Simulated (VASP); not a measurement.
A run of VASP 6.6.1 is set up as follows.

INCAR

```
SYSTEM = C
PREC = Accurate ; ENCUT = 520
EDIFF = 1E-7 ; ISMEAR = 0
SIGMA = 0.05 ; LREAL = .FALSE.
LASPH = .TRUE. ; NELM = 80
ALGO = Normal ; ISIF = 2
LWAVE = .FALSE. ; LCHARG = .TRUE.
LDIPOL = .TRUE. ; IDIPOL = 3
DIPOL = 0.5 0.5 0.500 ; GGA = PE
IVDW = 12 ; LELF = .TRUE.
LVHAR = .TRUE. ; LVACPOTAV = .TRUE.
NBANDS = 11
```

KPOINTS

```
Automatic mesh
0
G
  15 15 1
  0 0 0
```

POSCAR

```
C
1.0
    2.4656726626      0.0000000029      0.0000000000
   -1.2328363338      2.1353351617      0.0000000000
    0.0000000000      0.0000000000     20.0535522518
C
2
Direct
    0.6666666667      0.3333333333      0.5000010395
    0.3333333333      0.6666666667      0.4999989605
```

Potentials or basis: VASP PAW PBE potentials, release 64 (C).

Launch:

```sh
$ cat potpaw_PBE.64/C/POTCAR > POTCAR
$ mpirun -np 1 vasp_std > vasp.out
```

Q: Predict the dispersion energy per atom.

A: -0.089 eV.

Q: What does it give for the band gap on the k mesh?

A: Zero (filled and empty bands touch).
